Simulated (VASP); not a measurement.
# AgB2 (P6/mmm) in VASP: further runs

The runs below take AgB2 through single point, with PBE+D3(BJ), PBE+D4, BLYP+D3(BJ), PBE.

Everything below comes from runs of VASP 6.6.1. Logs are shortened: lines on timing, memory, paths and dates and some standing lists are left out, and cuts for length are marked.

## Step 1: The cell of the first run

Symmetry: P6/mmm, No. 191, hexagonal system. The conventional cell has a = 3.024 Å, b = 3.024 Å, c = 4.111 Å, α = 90.00°, β = 90.00°, γ = 120.00°. Ag (site symmetry 6/mmm) has 12 B at 2.70 Å and 6 Ag at 3.02 Å within 3.6 Å. B (site symmetry -6m2) has 3 B at 1.75 Å within 2.3 Å.

## Step 2: Single point, PBE+D3(BJ) (volume scaled by 1.04)

File INCAR:

```
SYSTEM = AgB2
PREC = Accurate ; ENCUT = 520
EDIFF = 1E-6 ; ISMEAR = 0
SIGMA = 0.05 ; LREAL = .FALSE.
LASPH = .TRUE. ; NELM = 100
ALGO = Normal ; ISIF = 2
LWAVE = .FALSE. ; LCHARG = .TRUE.
GGA = PE ; IVDW = 12
LELF = .TRUE. ; LVHAR = .TRUE.
NBANDS = 16
```

File KPOINTS:

```
regular mesh
0
G
  10 10 8
  0 0 0
```

File POSCAR:

```
AgB2
1.0
    3.0237878476      0.0000000000      0.0000000000
   -1.5118939238      2.6186770917      0.0000000000
    0.0000000000      0.0000000000      4.1107935087
Ag B
1 2
Direct
    0.0000000000      0.0000000000      0.0000000000
    0.3333333333      0.6666666667      0.5000000000
    0.6666666667      0.3333333333      0.5000000000
```

Potentials or basis: VASP PAW PBE potentials, release 64 (Ag, B).

Command:

```bash
$ cat potpaw_PBE.64/Ag/POTCAR potpaw_PBE.64/B/POTCAR > POTCAR
$ mpirun -np 1 vasp_std > vasp.out
```

OUTCAR:

```text
SYSTEM = AgB2
   PREC = Accurate
   ENCUT = 520
   EDIFF = 1E-6
   ISMEAR = 0
   LREAL = .FALSE.
   LASPH = .TRUE.
   NELM = 100
   ISIF = 2
   GGA = PE
   IVDW = 12
 IVDW          = 12

 ion  position               nearest neighbor table
   1  0.000  0.000  0.000-   2 2.70   3 2.70   2 2.70   3 2.70   3 2.70   3 2.70   2 2.70   2 2.70
                             3 2.70   3 2.70   2 2.70   2 2.70
   2  0.333  0.667  0.500-   3 1.75   3 1.75   3 1.75   1 2.70   1 2.70   1 2.70   1 2.70   1 2.70
                             1 2.70
   3  0.667  0.333  0.500-   2 1.75   2 1.75   2 1.75   1 2.70   1 2.70   1 2.70   1 2.70   1 2.70
                             1 2.70

  LATTYP: Found a hexagonal cell.
 ALAT       =     3.0237878476
 C/A-ratio  =     1.3594847641

  Lattice vectors:

 A1 = (   3.0237878476,   0.0000000000,   0.0000000000)
 A2 = (  -1.5118939238,   2.6186770917,   0.0000000000)
 A3 = (   0.0000000000,   0.0000000000,   4.1107935087)

Analysis of symmetry for initial positions (statically):
=====================================================================
 Subroutine PRICEL returns:
 Original cell was already a primitive cell.

 Routine SETGRP: Setting up the symmetry group for a
 hexagonal supercell.

 Subroutine GETGRP returns: Found 24 space group operations
 (whereof 24 operations were pure point group operations)
 out of a pool of 24 trial point group operations.

The static configuration has the point symmetry D_6h.

Analysis of symmetry for dynamics (positions and initial velocities):
=====================================================================
 Subroutine PRICEL returns:
 Original cell was already a primitive cell.

 Routine SETGRP: Setting up the symmetry group for a
 hexagonal supercell.

 Subroutine GETGRP returns: Found 24 space group operations
 (whereof 24 operations were pure point group operations)
 out of a pool of 24 trial point group operations.

The dynamic configuration has the point symmetry D_6h.

 Subroutine INISYM returns: Found 24 space group operations
 (whereof 24 operations are pure point group operations),
 and found     1 'primitive' translations

----------------------------------------------------------------------------------------

                                     Primitive cell

  volume of cell :      32.5506

  direct lattice vectors                    reciprocal lattice vectors
     3.023787848  0.000000000  0.000000000     0.330711032  0.190936103  0.000000000
    -1.511893924  2.618677092  0.000000000     0.000000000  0.381872207  0.000000000
     0.000000000  0.000000000  4.110793509     0.000000000  0.000000000  0.243262036

  length of vectors
     3.023787848  3.023787848  4.110793509     0.381872207  0.381872207  0.243262036

  position of ions in fractional coordinates (direct lattice)
     0.000000000  0.000000000  0.000000000
     0.333333333  0.666666667  0.500000000
     0.666666667  0.333333333  0.500000000

  ion indices of the primitive-cell ions
   primitive index   ion index
                 1           1
                 2           2
                 3           3

----------------------------------------------------------------------------------------

 KPOINTS: regular mesh

Automatic generation of k-mesh.
 Grid dimensions read from file:
 generate k-points for:   10   10    8

 Generating k-lattice:

  Cartesian coordinates                     Fractional coordinates (reciprocal lattice)
     0.033071103  0.019093610  0.000000000     0.100000000  0.000000000  0.000000000
     0.000000000  0.038187221  0.000000000     0.000000000  0.100000000  0.000000000
     0.000000000  0.000000000  0.030407755     0.000000000  0.000000000  0.125000000

  Length of vectors
     0.038187221  0.038187221  0.030407755

  Shift w.r.t. Gamma in fractional coordinates (k-lattice)
     0.000000000  0.000000000  0.000000000

 Subroutine IBZKPT returns following result:
 ===========================================

 Found     70 irreducible k-points:

 Following reciprocal coordinates:
            Coordinates               Weight
  0.000000  0.000000  0.000000      1.000000
  0.100000  0.000000  0.000000      6.000000
  0.200000  0.000000  0.000000      6.000000
  0.300000  0.000000  0.000000      6.000000
  0.400000  0.000000  0.000000      6.000000
  0.500000  0.000000  0.000000      3.000000
[... 16 lines left out ...]
  0.300000  0.100000  0.125000     24.000000
  0.400000  0.100000  0.125000     24.000000
 [... further k-points ...]
   k-points           NKPTS =     70   k-points in BZ     NKDIM =     70   number of bands    NBANDS=     16
   number of dos      NEDOS =    301   number of ions     NIONS =      3
   total plane-waves  NPLWV =  18432
   dimension x,y,z NGX =    24 NGY =   24 NGZ =   32
   dimension x,y,z NGXF=    48 NGYF=   48 NGZF=   64
   ions per type =               1   2
   NGX,Y,Z   is equivalent  to a cutoff of  13.20, 13.20, 12.94 a.u.
   NGXF,Y,Z  is equivalent  to a cutoff of  26.39, 26.39, 25.88 a.u.
 SYSTEM =  AgB2
   PREC   = accura    normal or accurate (medium, high low for compatibility)
   ISTART =      0    job   : 0-new  1-cont  2-samecut
   ICHARG =      2    charge: 1-file 2-atom 10-const
   ISPIN  =      1    spin polarized calculation?
   LNONCOLLINEAR =      F non collinear calculations
   LSORBIT =      F    spin-orbit coupling
   LASPH  =      T    aspherical Exc in radial PAW
   ENCUT  =  520.0 eV  38.22 Ry    6.18 a.u.   5.62  5.62  7.64*2*pi/ulx,y,z
   NELM   =    100;   NELMIN=  2; NELMDL= -5     # of ELM steps
   EDIFF  = 0.1E-05   stopping-criterion for ELM
   LREAL  =      F    real-space projection
   EDIFFG = 0.1E-04   stopping-criterion for IOM
   NSW    =      0    number of steps for IOM
   IBRION =     -1    ionic relax: 0-MD 1-quasi-New 2-CG
   NFREE  =      0    steps in history (QN), initial steepest desc. (CG)
   ISIF   =      2    stress and relaxation
   ISYM   =      2    0-nonsym 1-usesym 2-fastsym
   POTIM  = 0.5000    time-step for ionic-motion
   TEBEG  =    0.0;   TEEND  =   0.0 temperature during run
   PSTRESS=    0.0 pullay stress
   NELECT =      17.0000    total number of electrons
   NUPDOWN=      -1.0000    fix difference up-down
   EMIN   =  10.00;   EMAX   =-10.00  energy-range for DOS
   EFERMI =   0.00;   METHOD = LEGACY
   ISMEAR =     0;   SIGMA  =   0.05  broadening in eV -4-tet -1-fermi 0-gaus
   EFERMI_NEDOS =   21; number of points for ismear=-14 and -15
   IALGO  =     38    algorithm
   IMIX   =      4    mixing-type and parameters
     AMIX     =   0.40;   BMIX     =  1.00
     AMIX_MAG =   1.60;   BMIX_MAG =  1.00
  volume/ion in A,a.u.               =      10.85        73.22
  Fermi-wavevector in a.u.,A,eV,Ry     =   1.318373  2.491363 23.648371  1.738106
  Thomas-Fermi vector in A             =   2.448347
   LORBIT       =      0    0 simple, 1 ext, 2 COOP (PROOUT), +10 PAW based schemes
   GGA     = PE    functional components
   LHFCALC =     F    Hartree Fock is set to
   AEXX    =    0.0000 exact exchange contribution
   IVDW    =    12    specifies the selected vdW correction
   LEPSILON=     F    determine dielectric tensor
   LRPA    =     F    only Hartree local field effects (RPA)
 non-spin polarized calculation
 Gauss-broadening in eV      SIGMA  =   0.05
  energy-cutoff  :      520.00
  volume of cell :       32.55
 maximum number of plane-waves:       903
 NGX is ok and might be reduce to    24
   NGX = 11   NGY = 11   NGZ = 15

 number of electron      16.9999998 magnetization

 Free energy of the ion-electron system (eV)
  ---------------------------------------------------
  ext. energy  EPLUGINS =         0.00000000
  ---------------------------------------------------
  free energy    TOTEN  =       -14.57044551 eV

  energy without entropy =      -14.56988745  energy(sigma->0) =      -14.57016648

 E-fermi :   6.8650     XC(G=0): -11.9266

 val. band max:        6.8237459488   @ k =   0.3000   0.0000   0.5000
 cond. band min:       6.8748856799   @ k =   0.2000   0.0000   0.0000
 fundamental gap:      0.0511397311
 Fermi energy:         6.8649672455

 k-point     1 :       0.0000    0.0000    0.0000
  band No.  band energies     occupation
      1      -5.0878      2.00000
      2       1.2798      2.00000
      3       2.1774      2.00000
      4       2.1774      2.00000
      5       3.0955      2.00000
      6       3.0955      2.00000
[... 8 lines left out ...]
     15      23.4364      0.00000
     16      24.0730      0.00000

 k-point     2 :       0.1000    0.0000    0.0000
  band No.  band energies     occupation
      1      -4.9068      2.00000
      2       1.4103      2.00000
      3       2.0841      2.00000
      4       2.2903      2.00000
      5       2.3588      2.00000
      6       3.0693      2.00000
[... 8 lines left out ...]
     15      23.5256      0.00000
     16      23.9852      0.00000

 k-point     3 :       0.2000    0.0000    0.0000
  band No.  band energies     occupation
      1      -4.3714      2.00000
      2       1.6040      2.00000
      3       1.8016      2.00000
      4       1.9464      2.00000
      5       2.6027      2.00000
      6       3.0013      2.00000
[... 8 lines left out ...]
     15      22.0553      0.00000
     16      22.8994      0.00000

 k-point     4 :       0.3000    0.0000    0.0000
  band No.  band energies     occupation
      1      -3.5037      2.00000
      2       1.2959      2.00000
      3       1.4208      2.00000
      4       1.9616      2.00000
      5       2.9186      2.00000
      6       3.0342      2.00000
[... 8 lines left out ...]
     15      20.5361      0.00000
     16      22.3932      0.00000

 k-point     5 :       0.4000    0.0000    0.0000
  band No.  band energies     occupation
      1      -2.3425      2.00000
      2       0.4432      2.00000
      3       1.2015      2.00000
      4       1.5667      2.00000
      5       2.8526      2.00000
      6       3.4476      2.00000
[... 8 lines left out ...]
     15      20.9149      0.00000
     16      22.5734      0.00000

 k-point     6 :       0.5000    0.0000    0.0000
  band No.  band energies     occupation
      1      -1.0195      2.00000
      2      -0.8953      2.00000
      3       1.1302      2.00000
      4       1.4116      2.00000
      5       2.8277      2.00000
      6       3.6364      2.00000
[... 8 lines left out ...]
     15      20.7358      0.00000
     16      23.6389      0.00000
[... 267 lines left out ...]
 k-point    21 :       0.1000    0.1000    0.1250
  band No.  band energies     occupation
      1      -4.4608      2.00000
      2       1.4359      2.00000
      3       1.9241      2.00000
      4       1.9867      2.00000
      5       2.5394      2.00000
      6       2.9633      2.00000
[... 8 lines left out ...]
     15      21.3377      0.00000
     16      23.6778      0.00000

 k-point    22 :       0.2000    0.1000    0.1250
  band No.  band energies     occupation
      1      -3.7735      2.00000
      2       1.3891      2.00000
      3       1.6786      2.00000
      4       1.9588      2.00000
      5       2.8022      2.00000
      6       2.9255      2.00000
[... 8 lines left out ...]
     15      19.4699      0.00000
     16      22.3054      0.00000

 k-point    23 :       0.3000    0.1000    0.1250
  band No.  band energies     occupation
      1      -2.7819      2.00000
      2       0.8715      2.00000
      3       1.4971      2.00000
      4       1.8970      2.00000
      5       2.6493      2.00000
      6       3.2444      2.00000
[... 8 lines left out ...]
     15      19.9734      0.00000
     16      21.4513      0.00000

 k-point    24 :       0.4000    0.1000    0.1250
  band No.  band energies     occupation
      1      -1.5466      2.00000
      2      -0.1894      2.00000
      3       1.4413      2.00000
      4       1.5573      2.00000
      5       2.5387      2.00000
      6       3.4983      2.00000
[... 8 lines left out ...]
     15      20.3598      0.00000
     16      22.4509      0.00000

 [... further k-points ...]

------------------------ aborting loop because EDIFF is reached ----------------------------------------

 Edisp (eV)   -0.96522

 E8    (eV) :    -0.3776

  FORCE on cell =-STRESS in cart. coord.  units (eV):
  Direction    XX          YY          ZZ          XY          YZ          ZX
  --------------------------------------------------------------------------------------
  -------------------------------------------------------------------------------------
  Total      -1.28180    -1.28180    -1.30776     0.00000    -0.00000     0.00000
  in kB     -63.09168   -63.09168   -64.36951     0.00000    -0.00000     0.00000
  external pressure =      -63.52 kB  Pullay stress =        0.00 kB

 VOLUME and BASIS-vectors are now :
 -----------------------------------------------------------------------------
  energy-cutoff  :      520.00
  volume of cell :       32.55
      direct lattice vectors                 reciprocal lattice vectors
     3.023787848  0.000000000  0.000000000     0.330711032  0.190936103  0.000000000
    -1.511893924  2.618677092  0.000000000     0.000000000  0.381872207  0.000000000
     0.000000000  0.000000000  4.110793509     0.000000000  0.000000000  0.243262036

 POSITION                                       TOTAL-FORCE (eV/Angst)
 -----------------------------------------------------------------------------------
      0.00000      0.00000      0.00000        -0.000000     -0.000000      0.000000
     -0.00000      1.74578      2.05540        -0.000000     -0.000000     -0.000000
      1.51189      0.87289      2.05540         0.000000      0.000000      0.000000
 -----------------------------------------------------------------------------------
    total drift:                               -0.000000      0.000000      0.000000

  FREE ENERGIE OF THE ION-ELECTRON SYSTEM (eV)
  ---------------------------------------------------
  free  energy   TOTEN  =       -15.5356640792 eV

  energy  without entropy=      -15.5351060134  energy(sigma->0) =      -15.53538505
```

It took 43 s on 1 thread of AMD EPYC 7R13, shared host; peak memory 0.15 GiB.

Results:

| Property | Result |
| --- | --- |
| Free energy | -15.5357 eV |
| Pressure | -6.4 GPa |
| Dispersion energy per atom | -0.322 eV |

Stress tensor (GPa, compression positive):
```
-6.31  0.00  0.00
 0.00 -6.31  0.00
 0.00  0.00 -6.44
```

Caveat: three body term missing; pairwise dispersion overbinds metals, which lowers pressure and volume.

(Part 1 of 2 ends here.)
